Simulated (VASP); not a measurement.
A run of VASP 6.6.1 is set up as follows.

File INCAR:

```
SYSTEM = Ge
ALGO     = Normal         ! electronic algorithm
EDIFF    = 1E-6           ! SCF threshold, eV
ENCUT    = 520            ! plane-wave cutoff, eV
GGA      = PS             ! functional
ISIF     = 2              ! what is computed and relaxed
ISMEAR   = 0              ! smearing method
LASPH    = .TRUE.         ! aspherical terms in the spheres
LCHARG   = .FALSE.        ! write CHGCAR
LREAL    = .FALSE.        ! projectors in reciprocal space
LWAVE    = .FALSE.        ! write WAVECAR
NBANDS   = 21             ! bands
NELM     = 80             ! most SCF steps
PREC     = Accurate       ! precision mode
SIGMA    = 0.15           ! smearing width, eV
```

File KPOINTS:

```
k-points
0
G
  20 20 20
  0 0 0
```

POSCAR

```
Ge
1.0
   -2.5707749400      2.7303888900      1.4153927950
    2.5707749400     -2.7303888900      1.4153927950
    2.5707749400      2.7303888900     -1.4153927950
Ge
2
Direct
    0.1859430000      0.9359430000      0.2500000000
    0.8140570000      0.0640570000      0.7500000000
```

Potentials or basis: VASP PAW PBE potentials, release 64 (Ge_d).

Launch:

```sh
$ cat potpaw_PBE.64/Ge_d/POTCAR > POTCAR
$ mpirun -np 1 vasp_std > vasp.out
```

(1) What does it give for the band gap on the k mesh?

(2) Predict the largest force.

(3) Predict the pressure.

## Answers

(1) zero (bands 14 and 15 overlap by 5.11 eV).

(2) 0.043 eV/Å.

(3) -5.1 GPa.

Caveat: the cell differs from its parent crystal (strain +0.030 along x and y, -0.015 along z); the cell stands under tension; the PAW data sets were made with another functional, which shifts forces and pressure a little.
